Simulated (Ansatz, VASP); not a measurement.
# One calculation of Ti, two programs

```
CELL_PARAMETERS angstrom
2.90575 0.00000 0.00000
-1.45287 2.51645 0.00000
0.00000 0.00000 4.61571
ATOMIC_POSITIONS crystal
Ti 0.33333 0.66667 0.25000
Ti 0.66667 0.33333 0.75000
```

Change from the starting cell: strain -0.015 along x and y, -0.015 along z, atoms carried along.

Alike in both runs: task single point; functional PBE; k mesh 18 × 18 × 10; occupations gaussian, width 0.15 eV; no spin polarisation.

|  | VASP | Ansatz |
| --- | --- | --- |
| version | VASP 6.6.1 | Ansatz 0.2.0 |
| potentials or method | VASP PAW PBE potentials, release 64 (Ti_sv), cutoff 520 eV | scalar-relativistic, plane waves, PAW |
| valence electrons in the cell | 24 | 24 |

```csv
,VASP,Ansatz,Ansatz less VASP
gap on the k mesh at the Fermi level (eV),none,none,-
pressure (GPa),3.1,3.6,+0.50
"traceless stress, the component that is largest in VASP (GPa)",-0.25,-0.25,0.000
```

A gap of «none» marks a metal or a gap that the smearing closes. The functional is the same, so the differences come from potentials, cutoffs and numerics.
